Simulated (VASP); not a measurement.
Crystal: FeNi3.

```xyz
4
Lattice="0.0000 2.7904 2.7904 2.7904 0.0000 2.7904 2.7904 2.7904 0.0000" Properties=species:S:1:pos:R:3 pbc="T T T"
Fe    0.0000    0.0000    0.0000
Ni    4.1856    4.1856    4.1856
Ni    1.3952    1.3952    1.3952
Ni    2.7904    2.7904    2.7904
```

Base run:

| Quantity | Value |
| --- | --- |
| Program | VASP 6.6.1 |
| Functional | LDA |
| Potentials or basis | VASP PAW LDA potentials, release 64 (Fe, Ni) |
| Cutoff | 520 eV |
| k mesh | 7 × 7 × 7 |
| Occupations | fermi-dirac, width 0.05 eV |
| Spin | no spin polarisation |

Its results: pressure -17.9 GPa.

Q: The run is repeated on the same cell with these changes: spin from no spin polarisation to collinear spin, ferromagnetic start; further incar settings from ALGO = Normal; EDIFF = 1e-06; NBANDS = 27 to ALGO = Normal; EDIFF = 1e-06; NBANDS = 31. What comes out?

A: Pressure -11.4 GPa; net moment 4.26 μB per cell; site moments Fe +2.69; Ni +0.61, +0.31 (each value once) μB.

Caveats: the cell stands under tension.
